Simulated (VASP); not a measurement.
Set up this calculation in VASP 6.6.1, as the native input.

```yaml
Task: single point
Functional: PBEsol
Potentials_or_basis: VASP PAW PBE potentials, release 64 (Ba_sv)
Cutoff: 520 eV
k_mesh: 11 × 11 × 11
Occupations: fermi-dirac, width 0.08 eV
Spin: no spin polarisation
Dipole_correction: no
Further_INCAR_settings: ALGO = Normal; EDIFF = 1e-06; NBANDS = 11
```

The structure of Ba lies in POSCAR:

```
Ba
1.0
   -1.7968566539      1.7968566539      1.7968566539
    1.7968566539     -1.7968566539      1.7968566539
    1.7968566539      1.7968566539     -1.7968566539
Ba
1
Direct
    0.0000000000      0.0000000000      0.0000000000
```

This cell differs from its parent crystal: volume scaled by 0.4.

The input as run:

INCAR

```
SYSTEM = Ba
PREC     = Accurate       ! precision mode
ENCUT    = 520            ! plane-wave cutoff, eV
EDIFF    = 1E-6           ! SCF threshold, eV
ISMEAR   = -1             ! smearing method
SIGMA    = 0.08           ! smearing width, eV
LREAL    = .FALSE.        ! projectors in reciprocal space
LASPH    = .TRUE.         ! aspherical terms in the spheres
NELM     = 80             ! most SCF steps
ALGO     = Normal         ! electronic algorithm
ISIF     = 2              ! what is computed and relaxed
LWAVE    = .FALSE.        ! write WAVECAR
LCHARG   = .TRUE.         ! write CHGCAR
GGA      = PS             ! functional
LELF     = .TRUE.         ! ELF
LVHAR    = .TRUE.       
NBANDS   = 11             ! bands
```

KPOINTS

```
regular mesh
0
G
  11 11 11
  0 0 0
```

Potentials or basis: VASP PAW PBE potentials, release 64 (Ba_sv).

Command:

```console
$ cat potpaw_PBE.64/Ba_sv/POTCAR > POTCAR
$ mpirun -np 1 vasp_std > vasp.out
```

It gave:

- Pressure: 39.0 GPa
- Band gap on the k mesh: zero (band 5 reaches 9.03 eV, above the bottom of band 6 at 3.52 eV)

Caveat: the PAW data sets were made with another functional, which shifts forces and pressure a little; spin-orbit coupling is left out, which moves the levels of the heavy elements.

It took 4.3 s on 1 thread of Intel(R) Xeon(R) 6975P-C (Granite Rapids) (shared host), peak memory 0.14 GiB.
